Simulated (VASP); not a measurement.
# AlN (F-43m) in VASP: further runs

The runs below take AlN through single point, with PBEsol+D3(BJ), revPBE+D3(BJ).

All numbers are computed with VASP 6.6.1; they aren't measurements. Logs are shortened: lines on timing, memory, paths and dates and some standing lists are left out, and cuts for length are marked.

## 1. The cell of the first run

The structure is cubic, space group F-43m (No. 216). The conventional cell has a = 4.351 Å, b = 4.351 Å, c = 4.351 Å, α = 90.00°, β = 90.00°, γ = 90.00°. Within 2.5 Å of Al (site symmetry -43m) lie 4 N at 1.88 Å. N (site symmetry -43m) has 4 Al at 1.88 Å within 2.5 Å.

## 2. Single point, PBEsol+D3(BJ)

The input, INCAR:

```
PREC     = Accurate       # precision mode
ENCUT    = 520            # plane-wave cutoff, eV
EDIFF    = 1E-6           # SCF threshold, eV
ISMEAR   = -1             # smearing method
SIGMA    = 0.05           # smearing width, eV
LREAL    = F              # projectors in reciprocal space
LASPH    = T              # aspherical terms in the spheres
NELM     = 60             # most SCF steps
ALGO     = Normal         # electronic algorithm
ISIF     = 2              # what is computed and relaxed
LWAVE    = F              # write WAVECAR
LCHARG   = F              # write CHGCAR
GGA      = PS             # functional
IVDW     = 12             # dispersion correction
NBANDS   = 11             # bands
```

The input, KPOINTS:

```
regular mesh
0
Gamma
  10 10 10
```

The input, POSCAR:

```
AlN
1.0
    0.0000000000      2.1755284434      2.1755284434
    2.1755284434      0.0000000000      2.1755284434
    2.1755284434      2.1755284434      0.0000000000
Al N
1 1
Direct
    0.0000000000      0.0000000000      0.0000000000
    0.2500000000      0.2500000000      0.2500000000
```

Potentials or basis: VASP PAW PBE potentials, release 64 (Al, N).

Run with:

```
cat potpaw_PBE.64/Al/POTCAR potpaw_PBE.64/N/POTCAR > POTCAR
mpirun -np 1 vasp_std > vasp.out
```

OUTCAR:

```text
PREC = Accurate
   ENCUT = 520
   EDIFF = 1E-6
   ISMEAR = -1
   LREAL = F
   LASPH = T
   NELM = 60
   ISIF = 2
   GGA = PS
   IVDW = 12
 IVDW          = 12

 ion  position               nearest neighbor table
   1  0.000  0.000  0.000-   2 1.88   2 1.88   2 1.88   2 1.88
   2  0.250  0.250  0.250-   1 1.88   1 1.88   1 1.88   1 1.88

  LATTYP: Found a face centered cubic cell.
 ALAT       =     4.3510568868

  Lattice vectors:

 A1 = (   0.0000000000,   2.1755284434,   2.1755284434)
 A2 = (   2.1755284434,   0.0000000000,   2.1755284434)
 A3 = (   2.1755284434,   2.1755284434,   0.0000000000)

Analysis of symmetry for initial positions (statically):
=====================================================================
 Subroutine PRICEL returns:
 Original cell was already a primitive cell.

 Routine SETGRP: Setting up the symmetry group for a
 face centered cubic supercell.

 Subroutine GETGRP returns: Found 24 space group operations
 (whereof 24 operations were pure point group operations)
 out of a pool of 48 trial point group operations.

The static configuration has the point symmetry T_d .

Analysis of symmetry for dynamics (positions and initial velocities):
=====================================================================
 Subroutine PRICEL returns:
 Original cell was already a primitive cell.

 Routine SETGRP: Setting up the symmetry group for a
 face centered cubic supercell.

 Subroutine GETGRP returns: Found 24 space group operations
 (whereof 24 operations were pure point group operations)
 out of a pool of 48 trial point group operations.

The dynamic configuration has the point symmetry T_d .

 Subroutine INISYM returns: Found 24 space group operations
 (whereof 24 operations are pure point group operations),
 and found     1 'primitive' translations

----------------------------------------------------------------------------------------

                                     Primitive cell

  volume of cell :      20.5932

  direct lattice vectors                    reciprocal lattice vectors
     0.000000000  2.175528443  2.175528443    -0.229829218  0.229829218  0.229829218
     2.175528443  0.000000000  2.175528443     0.229829218 -0.229829218  0.229829218
     2.175528443  2.175528443  0.000000000     0.229829218  0.229829218 -0.229829218

  length of vectors
     3.076661830  3.076661830  3.076661830     0.398075882  0.398075882  0.398075882
[... 86 lines left out ...]
   NFREE  =      0    steps in history (QN), initial steepest desc. (CG)
   ISIF   =      2    stress and relaxation
   ISYM   =      2    0-nonsym 1-usesym 2-fastsym
   POTIM  = 0.5000    time-step for ionic-motion
   TEBEG  =    0.0;   TEEND  =   0.0 temperature during run
   PSTRESS=    0.0 pullay stress
   NELECT =       8.0000    total number of electrons
   NUPDOWN=      -1.0000    fix difference up-down
   EMIN   =  10.00;   EMAX   =-10.00  energy-range for DOS
   EFERMI =   0.00;   METHOD = LEGACY
   ISMEAR =    -1;   SIGMA  =   0.05  broadening in eV -4-tet -1-fermi 0-gaus
   EFERMI_NEDOS =   21; number of points for ismear=-14 and -15
   IALGO  =     38    algorithm
   IMIX   =      4    mixing-type and parameters
     AMIX     =   0.40;   BMIX     =  1.00
     AMIX_MAG =   1.60;   BMIX_MAG =  1.00
  volume/ion in A,a.u.               =      10.30        69.48
  Fermi-wavevector in a.u.,A,eV,Ry     =   1.194529  2.257333 19.414150  1.426900
  Thomas-Fermi vector in A             =   2.330517
   LORBIT       =      0    0 simple, 1 ext, 2 COOP (PROOUT), +10 PAW based schemes
   GGA     = PS    functional components
   LHFCALC =     F    Hartree Fock is set to
   AEXX    =    0.0000 exact exchange contribution
   IVDW    =    12    specifies the selected vdW correction
   LEPSILON=     F    determine dielectric tensor
   LRPA    =     F    only Hartree local field effects (RPA)
 non-spin polarized calculation
  energy-cutoff  :      520.00
  volume of cell :       20.59
 maximum number of plane-waves:       568
   NGX = 11   NGY = 11   NGZ = 11

 number of electron       7.9999999 magnetization

 Free energy of the ion-electron system (eV)
  ---------------------------------------------------
  ext. energy  EPLUGINS =         0.00000000
  ---------------------------------------------------
  free energy    TOTEN  =       -15.60672953 eV

  energy without entropy =      -15.60672953  energy(sigma->0) =      -15.60672953

 E-fermi :   7.0179     XC(G=0): -11.1803

 val. band max:        5.9886960946   @ k =   0.0000   0.0000   0.0000
 cond. band min:       9.1808513727   @ k =   0.5000   0.5000   0.0000
 fundamental gap:      3.1921552780
 Fermi energy:         7.0178837653

 k-point     1 :       0.0000    0.0000    0.0000
  band No.  band energies     occupation
      1      -9.0379      2.00000
      2       5.9887      2.00000
      3       5.9887      2.00000
      4       5.9887      2.00000
      5      10.2245      0.00000
      6      18.5720      0.00000
      7      18.5720      0.00000
      8      18.5720      0.00000
      9      23.6689      0.00000
     10      23.6689      0.00000
     11      25.0444      0.00000
[... 309 lines left out ...]
 k-point    24 :       0.4000    0.3000    0.0000
  band No.  band energies     occupation
      1      -6.9681      2.00000
      2       1.7837      2.00000
      3       4.2565      2.00000
      4       4.5634      2.00000
      5      10.8131      0.00000
      6      15.4724      0.00000
      7      18.3041      0.00000
      8      20.6034      0.00000
      9      21.1208      0.00000
     10      27.3197      0.00000
     11      29.6492      0.00000

 [... further k-points ...]

------------------------ aborting loop because EDIFF is reached ----------------------------------------

 Edisp (eV)   -0.45753

 E8    (eV) :    -0.2818

  FORCE on cell =-STRESS in cart. coord.  units (eV):
  Direction    XX          YY          ZZ          XY          YZ          ZX
  --------------------------------------------------------------------------------------
  -------------------------------------------------------------------------------------
  Total       0.02261     0.02261     0.02261     0.00000     0.00000     0.00000
  in kB       1.75905     1.75905     1.75905     0.00000     0.00000     0.00000
  external pressure =        1.76 kB  Pullay stress =        0.00 kB

 VOLUME and BASIS-vectors are now :
 -----------------------------------------------------------------------------
  energy-cutoff  :      520.00
  volume of cell :       20.59
      direct lattice vectors                 reciprocal lattice vectors
     0.000000000  2.175528443  2.175528443    -0.229829218  0.229829218  0.229829218
     2.175528443  0.000000000  2.175528443     0.229829218 -0.229829218  0.229829218
     2.175528443  2.175528443  0.000000000     0.229829218  0.229829218 -0.229829218

 POSITION                                       TOTAL-FORCE (eV/Angst)
 -----------------------------------------------------------------------------------
      0.00000      0.00000      0.00000         0.000000      0.000000      0.000000
      1.08776      1.08776      1.08776        -0.000000     -0.000000     -0.000000
 -----------------------------------------------------------------------------------
    total drift:                                0.000000      0.000000      0.000000

  FREE ENERGIE OF THE ION-ELECTRON SYSTEM (eV)
  ---------------------------------------------------
  free  energy   TOTEN  =       -16.0642643258 eV

  energy  without entropy=      -16.0642643258  energy(sigma->0) =      -16.06426433
```

Run time: 6.3 s. Hardware: 1 thread of Intel Xeon Platinum 8375C at 2.90GHz (Ice Lake), shared host; peak memory 0.14 GiB.

What came out:

- Free energy: -16.0643 eV
- Pressure: 0.2 GPa
- Band gap on the k mesh: 3.19 eV, indirect (least direct gap 4.24 eV)
- Dispersion energy per atom: -0.229 eV

Levels at points of the mesh, in eV from the valence-band top:
```csv
k point,band 2,band 3,band 4,band 5,band 6,band 7
"(0.00, 0.00, 0.00)",0.00,0.00,0.00,4.24,12.58,12.58
"(0.50, 0.00, 0.00)",-5.96,-0.48,-0.48,7.39,9.84,11.11
"(0.50, 0.50, 0.00)",-4.98,-1.80,-1.80,3.19,8.55,14.03
```

Caveat: the PAW data sets were made with another functional, which shifts forces and pressure a little. A k mesh can miss the band edges.

## 3. Single point, revPBE+D3(BJ)

This run uses another cell than the first one, of 10.36 Å³/atom, 1.006 times its volume.

The input, INCAR:

```
SYSTEM = AlN
PREC     = Accurate       ! precision mode
ENCUT    = 520            ! plane-wave cutoff, eV
EDIFF    = 1E-6           ! SCF threshold, eV
ISMEAR   = -1             ! smearing method
SIGMA    = 0.05           ! smearing width, eV
LREAL    = .False.        ! projectors in reciprocal space
LASPH    = .True.         ! aspherical terms in the spheres
NELM     = 60             ! most SCF steps
ALGO     = Normal         ! electronic algorithm
ISIF     = 2              ! what is computed and relaxed
LWAVE    = .False.        ! write WAVECAR
LCHARG   = .False.        ! write CHGCAR
GGA      = RE             ! functional
IVDW     = 12             ! dispersion correction
NBANDS   = 11             ! bands
```

The input, KPOINTS:

```
regular mesh
0
Gamma
  10 10 10
  0 0 0
```

The input, POSCAR:

```
AlN
1.0
    0.0000000000      2.1800397556      2.1800397556
    2.1800397556      0.0000000000      2.1800397556
    2.1800397556      2.1800397556      0.0000000000
Al N
1 1
Direct
    0.0000000000      0.0000000000      0.0000000000
    0.2500000000      0.2500000000      0.2500000000
```

Potentials or basis: VASP PAW PBE potentials, release 64 (Al, N).

Run with:

```
cat potpaw_PBE.64/Al/POTCAR potpaw_PBE.64/N/POTCAR > POTCAR
mpirun -np 1 vasp_std > vasp.out
```

Wall time 5.5 s (1 thread of Intel Xeon Platinum 8375C at 2.90GHz (Ice Lake), shared host); peak memory 0.14 GiB.

The run converged. Its results:

- Free energy: -15.2868 eV
- Pressure: -0.5 GPa
- Band gap on the k mesh: 3.35 eV, indirect (least direct gap 4.27 eV)
- Dispersion energy per atom: -0.531 eV

Levels at points of the mesh, in eV from the valence-band top:
```csv
k point,band 1,band 2,band 3,band 4,band 5,band 6,band 7,band 8
"(0.00, 0.00, 0.00)",-15.04,0.00,0.00,0.00,4.27,12.70,12.70,12.70
"(0.50, 0.00, 0.00)",-13.00,-5.85,-0.48,-0.48,7.50,9.95,11.24,11.24
"(0.50, 0.50, 0.00)",-12.37,-4.89,-1.77,-1.77,3.35,8.73,14.14,15.90
```

Caveat: the PAW data sets were made with another functional, which shifts forces and pressure a little.
